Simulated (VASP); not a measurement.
# RbZn2 (P4/nmm) in VASP: notebook, part 2 of 2

VASP 6.6.1. The steps go on from the part before.

### Step 5. Single point, PBE

This run uses another cell than the first one, of 21.33 Å³/atom, 0.665 times its volume.

The input, INCAR:

```
SYSTEM = RbZn2
  ALGO = Normal
  EDIFF = 1E-6
  ENCUT = 520
  GGA = PE
  ISIF = 2
  ISMEAR = 0
  LASPH = .TRUE.
  LCHARG = .TRUE.
  LELF = .TRUE.
  LREAL = .FALSE.
  LVHAR = .TRUE.
  LWAVE = .FALSE.
  NBANDS = 42
  NELM = 80
  PREC = Accurate
  SIGMA = 0.1
```

The input, KPOINTS:

```
k-points
0
G
  4 4 4
  0 0 0
```

The input, POSCAR:

```
RbZn2
1.0
    4.3777219487      0.0000000000      0.0000000000
    0.0000000000      4.3777219487      0.0000000000
    0.0000000000      0.0000000000      6.6795351677
Rb Zn
2 4
Direct
    0.0000000000      0.5000000000      0.7000000000
    0.5000000000      0.0000000000      0.3000000000
    0.0000000000      0.0000000000      0.0000000000
    0.5000000000      0.5000000000      0.0000000000
    0.0000000000      0.5000000000      0.2700000000
    0.5000000000      0.0000000000      0.7300000000
```

Potentials or basis: VASP PAW PBE potentials, release 64 (Rb_sv, Zn).

Started as:

```sh
$ cat potpaw_PBE.64/Rb_sv/POTCAR potpaw_PBE.64/Zn/POTCAR > POTCAR
$ mpirun -np 1 vasp_std > vasp.out
```

OUTCAR:

```text
SYSTEM = RbZn2
   EDIFF = 1E-6
   ENCUT = 520
   GGA = PE
   ISIF = 2
   ISMEAR = 0
   LASPH = .TRUE.
   LREAL = .FALSE.
   NELM = 80
   PREC = Accurate

 ion  position               nearest neighbor table
   1  0.000  0.500  0.700-   5 2.87   4 2.97   3 2.97   3 2.97   4 2.97   6 3.10   6 3.10   6 3.10
                             6 3.10   5 3.81   2 4.09   2 4.09   2 4.09   2 4.09   2 5.06   2 5.06
   2  0.500  0.000  0.300-   6 2.87   4 2.97   3 2.97   4 2.97   3 2.97   5 3.10   5 3.10   5 3.10
                             5 3.10   6 3.81   1 4.09   1 4.09   1 4.09   1 4.09   1 5.06   1 5.06
   3  0.000  0.000  0.000-   5 2.84   6 2.84   5 2.84   6 2.84   1 2.97   1 2.97   2 2.97   2 2.97

   4  0.500  0.500  0.000-   5 2.84   6 2.84   6 2.84   5 2.84   2 2.97   1 2.97   1 2.97   2 2.97

   5  0.000  0.500  0.270-   3 2.84   4 2.84   3 2.84   4 2.84   1 2.87   2 3.10   2 3.10   2 3.10
                             2 3.10   1 3.81
   6  0.500  0.000  0.730-   3 2.84   4 2.84   4 2.84   3 2.84   2 2.87   1 3.10   1 3.10   1 3.10
                             1 3.10   2 3.81

  LATTYP: Found a simple tetragonal cell.
 ALAT       =     4.3777219487
[... 189 lines left out ...]
 cond. band min:       2.8167588789   @ k =   0.5000   0.0000   0.2500
 fundamental gap:      0.0189676545
 Fermi energy:         2.8139704093

 k-point     1 :       0.0000    0.0000    0.0000
  band No.  band energies     occupation
      1     -24.7623      2.00000
      2     -24.7034      2.00000
      3      -9.5863      2.00000
      4      -9.1052      2.00000
      5      -9.1052      2.00000
      6      -9.0681      2.00000
[... 799 lines left out ...]
     41       9.3613      0.00000
     42       9.3613      0.00000

------------------------ aborting loop because EDIFF is reached ----------------------------------------

  FORCE on cell =-STRESS in cart. coord.  units (eV):
  Direction    XX          YY          ZZ          XY          YZ          ZX
  --------------------------------------------------------------------------------------
  -------------------------------------------------------------------------------------
  Total       11.3065445     11.3065445     15.7502700      0.0000000      0.0000000      0.0000000
  in kB      141.5135060    141.5135060    197.1314868      0.0000000      0.0000000      0.0000000
  external PRESSURE =     160.0528329 kB  Pullay stress =       0.0000000 kB

 VOLUME and BASIS-vectors are now :
 -----------------------------------------------------------------------------
  energy-cutoff  :      520.00
  volume of cell :      128.01
      direct lattice vectors                 reciprocal lattice vectors
     4.377721949  0.000000000  0.000000000     0.228429309  0.000000000  0.000000000
     0.000000000  4.377721949  0.000000000     0.000000000  0.228429309  0.000000000
     0.000000000  0.000000000  6.679535168     0.000000000  0.000000000  0.149711017

 POSITION                                       TOTAL-FORCE (eV/Angst)
 -----------------------------------------------------------------------------------
      0.00000      2.18886      4.67567         0.000000     -0.000000     -0.885640
      2.18886      0.00000      2.00386        -0.000000     -0.000000      0.885640
      0.00000      0.00000      0.00000         0.000000     -0.000000      0.000000
      2.18886      2.18886      0.00000         0.000000      0.000000      0.000000
      0.00000      2.18886      1.80347         0.000000      0.000000     -1.487105
      2.18886      0.00000      4.87606        -0.000000     -0.000000      1.487105
 -----------------------------------------------------------------------------------
    total drift:                                0.000000      0.000000      0.000000

  FREE ENERGIE OF THE ION-ELECTRON SYSTEM (eV)
  ---------------------------------------------------
  free  energy   TOTEN  =        -2.0231107705 eV

  energy  without entropy=       -2.0070285171  energy(sigma->0) =       -2.01506964
```

stdout:

```text
POSCAR found type information on POSCAR RbZn
 POSCAR found :  2 types and       6 ions
 scaLAPACK will be used
 LDA part: xc-table for (Slater+PW92), standard interpolation
 POSCAR, INCAR and KPOINTS ok, starting setup
 FFT: planning ... GRIDC
 FFT: planning ... GRID_SOFT
 FFT: planning ... GRID
 WAVECAR not read
 entering main loop
```

It used 430 s of CPU time on 1 thread of AMD EPYC 7R13 Processor (Zen 3), on a shared host.

What came out:

| Item | Value |
| --- | --- |
| Free energy | -2.0231 eV |
| Pressure | 16.0 GPa |
| Largest force | 1.487 eV/Å |
| Band gap on the k mesh | zero (band 33 reaches 3.45 eV, above the bottom of band 34 at 1.99 eV) |

Forces in eV/Å, atoms in the order of the input:
```
Rb   0.000  0.000 -0.886
Rb   0.000  0.000  0.886
Zn   0.000  0.000  0.000
Zn   0.000  0.000  0.000
Zn   0.000  0.000 -1.487
Zn   0.000  0.000  1.487
```

Stress tensor (GPa, compression positive):
```
14.15  0.00  0.00
 0.00 14.15  0.00
 0.00  0.00 19.71
```

Caveat: forces of over 1 eV/Å act on the atoms, so gaps and moduli don't describe the material at rest.

### Step 6. Summary

```tsv
task	cell	k mesh	cutoff (eV)	gap on the mesh (eV)	pressure (GPa)	largest force (eV/Å)
single point	a = 4.838, b = 4.838, c = 8.222 Å, 6 atoms	4 × 4 × 4	520	none	0.1	0.02
relaxation of cell and atoms	relaxed from a = 4.378, b = 4.378, c = 6.680 Å, 6 atoms	4 × 4 × 4	600	none	0.0	0.03
single point	a = 4.705, b = 4.705, c = 8.961 Å, 6 atoms	8 × 8 × 6	520	none	0.1	0.01
single point	a = 4.378, b = 4.378, c = 6.680 Å, 6 atoms	4 × 4 × 4	520	none	16.0	1.49
```

Alike in all rows: level PBE; potentials or basis VASP PAW PBE potentials, release 64 (Rb_sv, Zn); no spin polarisation; smearing gaussian 0.1 eV.

Caveats: the volume moved by over 15 % at a fixed basis, so the end points are rough (some runs); forces of over 1 eV/Å act on the atoms, so gaps and moduli don't describe the material at rest (some runs).

Total energies depend on the potentials used, so only differences within one code and one set of settings carry meaning.
